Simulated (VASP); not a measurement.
# Na in VASP: relaxation of the atoms with PBE

Aim: the relaxation of the atoms of Na with PBE.

Everything below comes from runs of VASP 6.6.1. Logs are shortened: lines on timing, memory, paths and dates and some standing lists are left out, and cuts for length are marked.

## (1) The cell of the first run

The cell holds a slab with vacuum, 2 atoms: a = 3.633 Å, b = 3.633 Å, c = 16.967 Å, α = 90.00°, β = 90.00°, γ = 109.47°.

## (2) Relaxation of the atoms, PBE

Input file INCAR:

```
PREC = Accurate ; ENCUT = 450
EDIFF = 1E-7 ; ISMEAR = 0
SIGMA = 0.1 ; LREAL = F
LASPH = T ; NELM = 120
ALGO = Normal ; ISIF = 2
LWAVE = F ; LCHARG = F
LDIPOL = T ; IDIPOL = 3
DIPOL = 0.5 0.5 0.500 ; GGA = PE
IBRION = 2 ; NSW = 70
EDIFFG = -0.03 ; GGA_COMPAT = F
NELMIN = 4 ; NELMDL = -8
```

Input file KPOINTS:

```
Automatic mesh
0
Gamma
  8 8 1
```

Input file POSCAR:

```
Na
1.0
    3.6332527313      0.0000000000      0.0000000000
   -1.2110842438      3.4254635254      0.0000000000
    0.0000000000      0.0000000000     16.9665384327
Na
2
Selective dynamics
Direct
    0.5000000000      0.5000000000      0.4125767921  F F F
    0.0000000000      0.0000000000      0.5874232079  T T T
```

Potentials or basis: VASP PAW PBE potentials, release 64 (Na_pv).

Started as:

```console
$ cat potpaw_PBE.64/Na_pv/POTCAR > POTCAR
$ mpirun -np 1 vasp_std > vasp.out
```

OUTCAR:

```text
PREC = Accurate
   ENCUT = 450
   EDIFF = 1E-7
   ISMEAR = 0
   LREAL = F
   LASPH = T
   NELM = 120
   ISIF = 2
   GGA = PE
   IBRION = 2
   NSW = 70
   EDIFFG = -0.03
   NELMIN = 4
   NELMDL = -8

 ion  position               nearest neighbor table
   1  0.500  0.500  0.413-
   2  0.000  0.000  0.587-

  LATTYP: Found a base centered orthorhombic cell.
 ALAT       =     4.1953188849
 B/A-ratio  =     1.4142135624
 C/A-ratio  =     4.0441594306

  Lattice vectors:

 A1 = (   3.6332527313,   0.0000000000,   0.0000000000)
 A2 = (  -1.2110842438,   3.4254635254,   0.0000000000)
 A3 = (   0.0000000000,   0.0000000000,  16.9665384327)

Analysis of symmetry for initial positions (statically):
=====================================================================
 Subroutine PRICEL returns:
 Original cell was already a primitive cell.

 Routine SETGRP: Setting up the symmetry group for a
 base centered orthorhombic supercell.

 Subroutine GETGRP returns: Found  8 space group operations
 (whereof  4 operations were pure point group operations)
 out of a pool of  8 trial point group operations.

The static configuration has the point symmetry C_2v.
 The point group associated with its full space group is D_2h.

Analysis of symmetry for dynamics (positions and initial velocities):
=====================================================================
 Subroutine PRICEL returns:
 Original cell was already a primitive cell.

 Routine SETGRP: Setting up the symmetry group for a
 base centered orthorhombic supercell.

 Subroutine GETGRP returns: Found  8 space group operations
 (whereof  4 operations were pure point group operations)
 out of a pool of  8 trial point group operations.

The dynamic configuration has the point symmetry C_2v.
 The point group associated with its full space group is D_2h.

Analysis of constrained symmetry for selective dynamics:
=====================================================================
 Subroutine PRICEL returns:
 Original cell was already a primitive cell.

 Routine SETGRP: Setting up the symmetry group for a
 base centered orthorhombic supercell.

 Subroutine GETGRP returns: Found  4 space group operations
 (whereof  4 operations were pure point group operations)
 out of a pool of  8 trial point group operations.

The constrained configuration has the point symmetry C_2v.

 Subroutine INISYM returns: Found  4 space group operations
 (whereof  4 operations are pure point group operations),
 and found     1 'primitive' translations

----------------------------------------------------------------------------------------

                                     Primitive cell

  volume of cell :     211.1583

  direct lattice vectors                    reciprocal lattice vectors
     3.633252731  0.000000000  0.000000000     0.275235464  0.097310431  0.000000000
    -1.211084244  3.425463525  0.000000000     0.000000000  0.291931294  0.000000000
     0.000000000  0.000000000 16.966538433     0.000000000  0.000000000  0.058939542

  length of vectors
     3.633252731  3.633252731 16.966538433     0.291931294  0.291931294  0.058939542

  position of ions in fractional coordinates (direct lattice)
     0.500000000  0.500000000  0.412576792
     0.000000000  0.000000000  0.587423208

  ion indices of the primitive-cell ions
   primitive index   ion index
                 1           1
                 2           2

----------------------------------------------------------------------------------------

 KPOINTS: Automatic mesh

Automatic generation of k-mesh.
 Grid dimensions read from file:
 generate k-points for:    8    8    1

 Generating k-lattice:

  Cartesian coordinates                     Fractional coordinates (reciprocal lattice)
     0.034404433  0.012163804  0.000000000     0.125000000  0.000000000  0.000000000
     0.000000000  0.036491412  0.000000000     0.000000000  0.125000000  0.000000000
     0.000000000  0.000000000  0.058939542     0.000000000  0.000000000  1.000000000

  Length of vectors
     0.036491412  0.036491412  0.058939542

  Shift w.r.t. Gamma in fractional coordinates (k-lattice)
     0.000000000  0.000000000  0.000000000

 Subroutine IBZKPT returns following result:
 ===========================================

 Found     21 irreducible k-points:

 Following reciprocal coordinates:
            Coordinates               Weight
  0.000000  0.000000  0.000000      1.000000
  0.125000  0.000000  0.000000      4.000000
  0.250000  0.000000  0.000000      4.000000
  0.375000  0.000000  0.000000      4.000000
  0.500000  0.000000  0.000000      2.000000
  0.125000  0.125000  0.000000      2.000000
[... 13 lines left out ...]
 -0.375000  0.375000  0.000000      2.000000
  0.500000  0.500000  0.000000      1.000000
   k-points           NKPTS =     21   k-points in BZ     NKDIM =     21   number of bands    NBANDS=     11
   number of dos      NEDOS =    301   number of ions     NIONS =      2
   total plane-waves  NPLWV =  94080
   dimension x,y,z NGX =    28 NGY =   28 NGZ =  120
   dimension x,y,z NGXF=    56 NGYF=   56 NGZF=  240
   ions per type =               2
   NGX,Y,Z   is equivalent  to a cutoff of  12.81, 12.81, 11.76 a.u.
   NGXF,Y,Z  is equivalent  to a cutoff of  25.62, 25.62, 23.52 a.u.
 SYSTEM =  unknown system
   PREC   = accura    normal or accurate (medium, high low for compatibility)
   ISTART =      0    job   : 0-new  1-cont  2-samecut
   ICHARG =      2    charge: 1-file 2-atom 10-const
   ISPIN  =      1    spin polarized calculation?
   LNONCOLLINEAR =      F non collinear calculations
   LSORBIT =      F    spin-orbit coupling
   LASPH  =      T    aspherical Exc in radial PAW
   ENCUT  =  450.0 eV  33.07 Ry    5.75 a.u.   6.28  6.28 29.35*2*pi/ulx,y,z
   NELM   =    120;   NELMIN=  4; NELMDL= -8     # of ELM steps
   EDIFF  = 0.1E-06   stopping-criterion for ELM
   LREAL  =      F    real-space projection
   EDIFFG = -.3E-01   stopping-criterion for IOM
   NSW    =     70    number of steps for IOM
   IBRION =      2    ionic relax: 0-MD 1-quasi-New 2-CG
   NFREE  =      1    steps in history (QN), initial steepest desc. (CG)
   ISIF   =      2    stress and relaxation
   ISYM   =      2    0-nonsym 1-usesym 2-fastsym
   POTIM  = 0.5000    time-step for ionic-motion
   TEBEG  =    0.0;   TEEND  =   0.0 temperature during run
   PSTRESS=    0.0 pullay stress
   NELECT =      14.0000    total number of electrons
   NUPDOWN=      -1.0000    fix difference up-down
   EMIN   =  10.00;   EMAX   =-10.00  energy-range for DOS
   EFERMI =   0.00;   METHOD = LEGACY
   ISMEAR =     0;   SIGMA  =   0.10  broadening in eV -4-tet -1-fermi 0-gaus
   EFERMI_NEDOS =   21; number of points for ismear=-14 and -15
   IALGO  =     38    algorithm
   IMIX   =      4    mixing-type and parameters
     AMIX     =   0.40;   BMIX     =  1.00
     AMIX_MAG =   1.60;   BMIX_MAG =  1.00
  volume/ion in A,a.u.               =     105.58       712.48
  Fermi-wavevector in a.u.,A,eV,Ry     =   0.662595  1.252123  5.973394  0.439032
  Thomas-Fermi vector in A             =   1.735713
   LORBIT       =      0    0 simple, 1 ext, 2 COOP (PROOUT), +10 PAW based schemes
   GGA     = PE    functional components
   LHFCALC =     F    Hartree Fock is set to
   AEXX    =    0.0000 exact exchange contribution
   IVDW    =     0    specifies the selected vdW correction
   LEPSILON=     F    determine dielectric tensor
   LRPA    =     F    only Hartree local field effects (RPA)
 conjugate gradient relaxation of ions
 non-spin polarized calculation
 Gauss-broadening in eV      SIGMA  =   0.10
  energy-cutoff  :      450.00
  volume of cell :      211.16
 maximum number of plane-waves:      4606
 NGX is ok and might be reduce to    28
   NGX = 13   NGY = 13   NGZ = 59

 dipolmoment           0.000000      0.000000      0.000001 electrons x Angstroem

 number of electron      14.0000023 magnetization

 dipolmoment           0.000000      0.000000     -0.000000 electrons x Angstroem

 Free energy of the ion-electron system (eV)
  ---------------------------------------------------
  ext. energy  EPLUGINS =         0.00000000
  ---------------------------------------------------
  free energy    TOTEN  =        -2.30416202 eV

  energy without entropy =       -2.29740510  energy(sigma->0) =       -2.30078356

 E-fermi :  -1.6389     XC(G=0):  -3.1285

 val. band max:       -1.7577240943   @ k =  -0.2500   0.2500   0.0000
 cond. band min:      -1.6039808065   @ k =   0.5000   0.1250   0.0000
 fundamental gap:      0.1537432878
 Fermi energy:        -1.6389017593

 k-point     1 :       0.0000    0.0000    0.0000
  band No.  band energies     occupation
      1     -26.8659      2.00000
      2     -26.8482      2.00000
      3     -26.8344      2.00000
      4     -26.8301      2.00000
      5     -26.8301      2.00000
      6     -26.8283      2.00000
      7      -4.4726      2.00000
      8      -2.8322      2.00000
      9      -0.9846      0.00000
     10       0.7414      0.00000
     11       1.0892      0.00000

 k-point     2 :       0.1250    0.0000    0.0000
  band No.  band energies     occupation
      1     -26.8650      2.00000
      2     -26.8490      2.00000
      3     -26.8362      2.00000
      4     -26.8333      2.00000
      5     -26.8315      2.00000
      6     -26.8291      2.00000
      7      -4.2669      2.00000
      8      -2.6290      2.00000
      9      -0.7926      0.00000
     10       0.9387      0.00000
     11       1.2875      0.00000
[... 253 lines left out ...]
 k-point    21 :       0.5000    0.5000    0.0000
  band No.  band energies     occupation
      1     -26.8634      2.00000
      2     -26.8587      2.00000
      3     -26.8586      2.00000
      4     -26.8479      2.00000
      5     -26.8458      2.00000
      6     -26.8410      2.00000
      7      -0.4914      0.00000
      8       0.0620      0.00000
      9       1.0717      0.00000
     10       1.6336      0.00000
     11       3.0326      0.00000

------------------------ aborting loop because EDIFF is reached ----------------------------------------

 vacuum level on the upper side and lower side of the slab       (xc-potential included)        -0.196        -0.196

  FORCE on cell =-STRESS in cart. coord.  units (eV):
  Direction    XX          YY          ZZ          XY          YZ          ZX
  --------------------------------------------------------------------------------------
  -------------------------------------------------------------------------------------
  Total       -0.2646078     -0.3309797     -0.0258028     -0.0938641      0.0000000      0.0000000
  in kB       -2.0077285     -2.5113300     -0.1957803     -0.7122000      0.0000000      0.0000000
  external PRESSURE =      -1.5716129 kB  Pullay stress =       0.0000000 kB

 VOLUME and BASIS-vectors are now :
 -----------------------------------------------------------------------------
  energy-cutoff  :      450.00
  volume of cell :      211.16
      direct lattice vectors                 reciprocal lattice vectors
     3.633252731  0.000000000  0.000000000     0.275235464  0.097310431  0.000000000
    -1.211084244  3.425463525  0.000000000     0.000000000  0.291931294  0.000000000
     0.000000000  0.000000000 16.966538433     0.000000000  0.000000000  0.058939542

 POSITION                                       TOTAL-FORCE (eV/Angst)
 -----------------------------------------------------------------------------------
      1.21108      1.71273      7.00000        -0.000000      0.000000     -0.008812
      0.00000      0.00000      9.96654         0.000000      0.000000      0.008812
 -----------------------------------------------------------------------------------
    total drift:                                0.000000     -0.000000      0.000011

  FREE ENERGIE OF THE ION-ELECTRON SYSTEM (eV)
  ---------------------------------------------------
  free  energy   TOTEN  =        -2.3041620190 eV

  energy  without entropy=       -2.2974051015  energy(sigma->0) =       -2.30078356

 reached required accuracy - stopping structural energy minimisation

 vacuum level on the upper side and lower side of the slab         1.092         1.092
```

It took 74 s on 1 thread of Intel Xeon Platinum 8259CL at 2.50GHz (Skylake/Cascade Lake), shared host; peak memory 0.28 GiB.

What came out:

```yaml
Free_energy: -2.3042 eV
Band_gap_on_the_k_mesh: zero (bands 7 and 8 overlap by 2.83 eV)
```

Final structure:
```yaml
crystal:
  lattice:
    - [3.63325, 0.00000, 0.00000]
    - [-1.21108, 3.42546, 0.00000]
    - [0.00000, 0.00000, 16.96654]
  atoms:
    - { symbol: Na, position: [0.50000, 0.50000, 0.41258] }
    - { symbol: Na, position: [0.00000, 0.00000, 0.58742] }
```

Caveat: the relaxation stopped at its first step, so nothing moved.
